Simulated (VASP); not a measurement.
# Pt (Im-3m) in VASP: single point with LDA

Aim: the single point of Pt with LDA.

All numbers are computed with VASP 6.6.1; they aren't measurements. Logs are shortened: lines on timing, memory, paths and dates and some standing lists are left out, and cuts for length are marked.

## Step 1: The cell of the first run

It takes space group Im-3m (No. 229, cubic). Conventional cell: a = 3.101 Å, b = 3.101 Å, c = 3.101 Å, α = 90.00°, β = 90.00°, γ = 90.00°. Pt (site symmetry m-3m) has 14 Pt at 2.69 to 3.10 Å within 3.5 Å.

## Step 2: Single point, LDA

Input file INCAR:

```
SYSTEM = Pt
PREC = Accurate
ENCUT = 520
EDIFF = 1E-6
ISMEAR = 0
SIGMA = 0.15
LREAL = .FALSE.
LASPH = .TRUE.
NELM = 60
ALGO = Normal
ISIF = 2
LWAVE = .FALSE.
LCHARG = .TRUE.
GGA = CA
LELF = .TRUE.
LVHAR = .TRUE.
NBANDS = 11
```

Input file KPOINTS:

```
regular mesh
0
G
  20 20 20
  0 0 0
```

Input file POSCAR:

```
Pt
1.0
   -1.5505813431      1.5505813431      1.5505813431
    1.5505813431     -1.5505813431      1.5505813431
    1.5505813431      1.5505813431     -1.5505813431
Pt
1
Direct
    0.0000000000      0.0000000000      0.0000000000
```

Potentials or basis: VASP PAW LDA potentials, release 64 (Pt).

Started as:

```
$ cat potpaw_LDA.64/Pt/POTCAR > POTCAR
$ mpirun -np 1 vasp_std > vasp.out
```

OUTCAR:

```text
SYSTEM = Pt
   PREC = Accurate
   ENCUT = 520
   EDIFF = 1E-6
   ISMEAR = 0
   LREAL = .FALSE.
   LASPH = .TRUE.
   NELM = 60
   ISIF = 2
   GGA = CA

 ion  position               nearest neighbor table
   1  0.000  0.000  0.000-

  LATTYP: Found a body centered cubic cell.
 ALAT       =     3.1011626862

  Lattice vectors:

 A1 = (  -1.5505813431,   1.5505813431,   1.5505813431)
 A2 = (   1.5505813431,  -1.5505813431,   1.5505813431)
 A3 = (   1.5505813431,   1.5505813431,  -1.5505813431)

Analysis of symmetry for initial positions (statically):
=====================================================================
 Subroutine PRICEL returns:
 Original cell was already a primitive cell.

 Routine SETGRP: Setting up the symmetry group for a
 body centered cubic supercell.

 Subroutine GETGRP returns: Found 48 space group operations
 (whereof 48 operations were pure point group operations)
 out of a pool of 48 trial point group operations.

The static configuration has the point symmetry O_h .

Analysis of symmetry for dynamics (positions and initial velocities):
=====================================================================
 Subroutine PRICEL returns:
 Original cell was already a primitive cell.

 Routine SETGRP: Setting up the symmetry group for a
 body centered cubic supercell.

 Subroutine GETGRP returns: Found 48 space group operations
 (whereof 48 operations were pure point group operations)
 out of a pool of 48 trial point group operations.

The dynamic configuration has the point symmetry O_h .

 Subroutine INISYM returns: Found 48 space group operations
 (whereof 48 operations are pure point group operations),
 and found     1 'primitive' translations

----------------------------------------------------------------------------------------

                                     Primitive cell

  volume of cell :      14.9123

  direct lattice vectors                    reciprocal lattice vectors
    -1.550581343  1.550581343  1.550581343     0.000000000  0.322459703  0.322459703
     1.550581343 -1.550581343  1.550581343     0.322459703  0.000000000  0.322459703
     1.550581343  1.550581343 -1.550581343     0.322459703  0.322459703  0.000000000

  length of vectors
     2.685685668  2.685685668  2.685685668     0.456026886  0.456026886  0.456026886

  position of ions in fractional coordinates (direct lattice)
     0.000000000  0.000000000  0.000000000

  ion indices of the primitive-cell ions
   primitive index   ion index
                 1           1

----------------------------------------------------------------------------------------

 KPOINTS: regular mesh

Automatic generation of k-mesh.
 Grid dimensions read from file:
 generate k-points for:   20   20   20

 Generating k-lattice:

  Cartesian coordinates                     Fractional coordinates (reciprocal lattice)
     0.000000000  0.016122985  0.016122985     0.050000000  0.000000000  0.000000000
     0.016122985  0.000000000  0.016122985     0.000000000  0.050000000  0.000000000
     0.016122985  0.016122985  0.000000000     0.000000000  0.000000000  0.050000000

  Length of vectors
     0.022801344  0.022801344  0.022801344

  Shift w.r.t. Gamma in fractional coordinates (k-lattice)
     0.000000000  0.000000000  0.000000000

 Subroutine IBZKPT returns following result:
 ===========================================

 Found    256 irreducible k-points:

 Following reciprocal coordinates:
            Coordinates               Weight
  0.000000  0.000000  0.000000      1.000000
  0.050000  0.000000  0.000000     12.000000
  0.100000  0.000000  0.000000     12.000000
  0.150000  0.000000  0.000000     12.000000
  0.200000  0.000000  0.000000     12.000000
  0.250000  0.000000  0.000000     12.000000
[... 16 lines left out ...]
  0.200000  0.100000  0.000000     48.000000
  0.250000  0.100000  0.000000     48.000000
 [... further k-points ...]
   k-points           NKPTS =    256   k-points in BZ     NKDIM =    256   number of bands    NBANDS=     11
   number of dos      NEDOS =    301   number of ions     NIONS =      1
   total plane-waves  NPLWV =   8000
   dimension x,y,z NGX =    20 NGY =   20 NGZ =   20
   dimension x,y,z NGXF=    40 NGYF=   40 NGZF=   40
   ions per type =               1
   NGX,Y,Z   is equivalent  to a cutoff of  12.38, 12.38, 12.38 a.u.
   NGXF,Y,Z  is equivalent  to a cutoff of  24.76, 24.76, 24.76 a.u.
 SYSTEM =  Pt
   PREC   = accura    normal or accurate (medium, high low for compatibility)
   ISTART =      0    job   : 0-new  1-cont  2-samecut
   ICHARG =      2    charge: 1-file 2-atom 10-const
   ISPIN  =      1    spin polarized calculation?
   LNONCOLLINEAR =      F non collinear calculations
   LSORBIT =      F    spin-orbit coupling
   LASPH  =      T    aspherical Exc in radial PAW
   ENCUT  =  520.0 eV  38.22 Ry    6.18 a.u.   4.99  4.99  4.99*2*pi/ulx,y,z
   NELM   =     60;   NELMIN=  2; NELMDL= -5     # of ELM steps
   EDIFF  = 0.1E-05   stopping-criterion for ELM
   LREAL  =      F    real-space projection
   EDIFFG = 0.1E-04   stopping-criterion for IOM
   NSW    =      0    number of steps for IOM
   IBRION =     -1    ionic relax: 0-MD 1-quasi-New 2-CG
   NFREE  =      0    steps in history (QN), initial steepest desc. (CG)
   ISIF   =      2    stress and relaxation
   ISYM   =      2    0-nonsym 1-usesym 2-fastsym
   POTIM  = 0.5000    time-step for ionic-motion
   TEBEG  =    0.0;   TEEND  =   0.0 temperature during run
   PSTRESS=    0.0 pullay stress
   NELECT =      10.0000    total number of electrons
   NUPDOWN=      -1.0000    fix difference up-down
   EMIN   =  10.00;   EMAX   =-10.00  energy-range for DOS
   EFERMI =   0.00;   METHOD = LEGACY
   ISMEAR =     0;   SIGMA  =   0.15  broadening in eV -4-tet -1-fermi 0-gaus
   EFERMI_NEDOS =   21; number of points for ismear=-14 and -15
   IALGO  =     38    algorithm
   IMIX   =      4    mixing-type and parameters
     AMIX     =   0.40;   BMIX     =  1.00
     AMIX_MAG =   1.60;   BMIX_MAG =  1.00
  volume/ion in A,a.u.               =      14.91       100.63
  Fermi-wavevector in a.u.,A,eV,Ry     =   1.432937  2.707857 27.936938  2.053307
  Thomas-Fermi vector in A             =   2.552510
   LORBIT       =      0    0 simple, 1 ext, 2 COOP (PROOUT), +10 PAW based schemes
   GGA     = CA    functional components
   LHFCALC =     F    Hartree Fock is set to
   AEXX    =    0.0000 exact exchange contribution
   IVDW    =     0    specifies the selected vdW correction
   LEPSILON=     F    determine dielectric tensor
   LRPA    =     F    only Hartree local field effects (RPA)
 non-spin polarized calculation
 Gauss-broadening in eV      SIGMA  =   0.15
  energy-cutoff  :      520.00
  volume of cell :       14.91
 maximum number of plane-waves:       420
   NGX =  9   NGY =  9   NGZ =  9

 number of electron      10.0000001 magnetization

 Free energy of the ion-electron system (eV)
  ---------------------------------------------------
  ext. energy  EPLUGINS =         0.00000000
  ---------------------------------------------------
  free energy    TOTEN  =        -7.39848396 eV

  energy without entropy =       -7.39015436  energy(sigma->0) =       -7.39431916

 E-fermi :  11.1020     XC(G=0): -13.7478

 val. band max:       11.1000280045   @ k =  -0.4000   0.4000   0.3500
 cond. band min:      11.1114264606   @ k =  -0.3500   0.4500   0.2500
 fundamental gap:      0.0113984562
 Fermi energy:        11.1019590645

 k-point     1 :       0.0000    0.0000    0.0000
  band No.  band energies     occupation
      1       0.9972      2.00000
      2       7.2954      2.00000
      3       7.2954      2.00000
      4       7.2954      2.00000
      5      10.0557      2.00000
      6      10.0557      2.00000
      7      28.1646      0.00000
      8      28.1646      0.00000
      9      28.1646      0.00000
     10      39.0106      0.00000
     11      39.0106      0.00000

 k-point     2 :       0.0500    0.0000    0.0000
  band No.  band energies     occupation
      1       1.1055      2.00000
      2       7.2508      2.00000
      3       7.2953      2.00000
      4       7.3845      2.00000
      5       9.9951      2.00000
      6      10.0585      2.00000
      7      28.2240      0.00000
      8      28.2829      0.00000
      9      28.3281      0.00000
     10      37.3293      0.00000
     11      37.9460      0.00000

 k-point     3 :       0.1000    0.0000    0.0000
  band No.  band energies     occupation
      1       1.4227      2.00000
      2       7.1234      2.00000
      3       7.2892      2.00000
      4       7.6484      2.00000
      5       9.8438      2.00000
      6      10.0682      2.00000
      7      28.3487      0.00000
      8      28.5370      0.00000
      9      28.8093      0.00000
     10      35.6733      0.00000
     11      36.2725      0.00000

 k-point     4 :       0.1500    0.0000    0.0000
  band No.  band energies     occupation
      1       1.9228      2.00000
      2       6.9315      2.00000
      3       7.2685      2.00000
      4       8.0778      2.00000
      5       9.6771      2.00000
      6      10.0882      2.00000
      7      28.3598      0.00000
      8      28.5679      0.00000
      9      29.5821      0.00000
     10      34.5521      0.00000
     11      34.7844      0.00000

 k-point     5 :       0.2000    0.0000    0.0000
  band No.  band energies     occupation
      1       2.5499      2.00000
      2       6.6998      2.00000
      3       7.2527      2.00000
      4       8.6548      2.00000
      5       9.5746      2.00000
      6      10.1223      2.00000
      7      27.7982      0.00000
      8      28.0099      0.00000
      9      30.6062      0.00000
     10      34.1405      0.00000
     11      34.2414      0.00000
[... 211 lines left out ...]
 k-point    21 :       0.1000    0.1000    0.0000
  band No.  band energies     occupation
      1       2.2142      2.00000
      2       6.9355      2.00000
      3       7.0718      2.00000
      4       8.4105      2.00000
      5       9.5479      2.00000
      6      10.1546      2.00000
      7      28.3909      0.00000
      8      28.7624      0.00000
      9      29.4636      0.00000
     10      33.2650      0.00000
     11      34.9506      0.00000

 k-point    22 :       0.1500    0.1000    0.0000
  band No.  band energies     occupation
      1       2.8297      2.00000
      2       6.7416      2.00000
      3       6.9807      2.00000
      4       9.0392      2.00000
      5       9.4355      2.00000
      6      10.2263      2.00000
      7      27.7813      0.00000
      8      28.0678      0.00000
      9      30.1538      0.00000
     10      32.2193      0.00000
     11      34.5302      0.00000

 k-point    23 :       0.2000    0.1000    0.0000
  band No.  band energies     occupation
      1       3.4763      2.00000
      2       6.5072      2.00000
      3       6.9989      2.00000
      4       9.4158      2.00000
      5       9.8008      2.00000
      6      10.3061      2.00000
      7      26.0818      0.00000
      8      27.3577      0.00000
      9      30.7642      0.00000
     10      31.3924      0.00000
     11      35.2245      0.00000

 k-point    24 :       0.2500    0.1000    0.0000
  band No.  band energies     occupation
      1       3.9878      2.00000
      2       6.2801      2.00000
      3       7.2586      2.00000
      4       9.5064      2.00000
      5      10.3301      2.00000
      6      10.7049      1.99982
      7      24.0542      0.00000
      8      26.4876      0.00000
      9      29.7828      0.00000
     10      32.3568      0.00000
     11      36.2324      0.00000

 [... further k-points ...]
[... 5 lines left out ...]
  --------------------------------------------------------------------------------------
  -------------------------------------------------------------------------------------
  Total        0.0734125      0.0734125      0.0734125      0.0000000     -0.0000000      0.0000000
  in kB        7.8874527      7.8874527      7.8874527      0.0000000     -0.0000000      0.0000000
  external PRESSURE =       7.8874527 kB  Pullay stress =       0.0000000 kB

 VOLUME and BASIS-vectors are now :
 -----------------------------------------------------------------------------
  energy-cutoff  :      520.00
  volume of cell :       14.91
      direct lattice vectors                 reciprocal lattice vectors
    -1.550581343  1.550581343  1.550581343     0.000000000  0.322459703  0.322459703
     1.550581343 -1.550581343  1.550581343     0.322459703  0.000000000  0.322459703
     1.550581343  1.550581343 -1.550581343     0.322459703  0.322459703  0.000000000

 POSITION                                       TOTAL-FORCE (eV/Angst)
 -----------------------------------------------------------------------------------
      0.00000      0.00000      0.00000        -0.000000     -0.000000      0.000000
 -----------------------------------------------------------------------------------
    total drift:                                0.000000     -0.000000      0.000000

  FREE ENERGIE OF THE ION-ELECTRON SYSTEM (eV)
  ---------------------------------------------------
  free  energy   TOTEN  =        -7.3984839646 eV

  energy  without entropy=       -7.3901543623  energy(sigma->0) =       -7.39431916
```

Wall time 26 s (1 thread of Intel Xeon Platinum 8375C at 2.90GHz (Ice Lake), shared host); peak memory 0.15 GiB.

What came out:

| Item | Value |
| --- | --- |
| Free energy | -7.3985 eV |
| Pressure | 0.8 GPa |
| Band gap on the k mesh | zero (band 5 reaches 12.25 eV, above the bottom of band 6 at 9.91 eV) |

Levels at points of the mesh, in eV from the Fermi level:
```csv
k point,band 2,band 3,band 4,band 5,band 6,band 7,band 8,band 9
"(0.00, 0.00, 0.00)",-3.81,-3.81,-3.81,-1.05,-1.05,17.06,17.06,17.06
"(0.50, 0.00, 0.00)",-5.37,-1.24,-0.67,0.10,1.20,6.83,13.26,16.29
"(0.50, 0.50, 0.50)",-6.64,0.62,0.62,0.62,7.79,7.79,7.79,13.63
```

Caveat: spin-orbit coupling is left out, which moves the levels of the heavy elements.
